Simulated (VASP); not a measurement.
CuAu:

```xyz
2
Lattice="1.4620 0.8441 4.3122 -1.4620 0.8441 4.3122 0.0000 -1.6882 4.3122" Properties=species:S:1:pos:R:3 pbc="T T T"
Au    0.0000    0.0000    0.0000
Cu    0.0000    0.0000    6.4683
```

Base run:

- Program: VASP 6.6.1
- Functional: r2SCAN
- Potentials or basis: VASP PAW PBE potentials, release 64 (Au, Cu)
- Cutoff: 520 eV
- k mesh: 11 × 11 × 11
- Occupations: fermi-dirac, width 0.05 eV
- Spin: no spin polarisation

Its results: band gap on the k mesh zero (band 11 reaches 9.55 eV, above the bottom of band 12 at 5.22 eV); pressure -9.0 GPa.

Q: After a change of settings the same cell gave: band gap on the k mesh zero (band 11 reaches 9.32 eV, above the bottom of band 12 at 5.18 eV); pressure -16.1 GPa. Which change was it?
A. functional from r2SCAN to LDA; potentials or basis from VASP PAW PBE potentials, release 64 (Au, Cu) to VASP PAW LDA potentials, release 64 (Au, Cu)
B. functional from r2SCAN to PBE
C. functional from r2SCAN to PBEsol; further incar settings from ALGO = Normal; EDIFF = 1e-06; NBANDS = 18 to ALGO = Fast; EDIFF = 1e-06; NBANDS = 18

A: A.

Caveats: spin-orbit coupling is left out, which moves the levels of the heavy elements; the PAW data sets were made with another functional, which shifts forces and pressure a little (some runs).
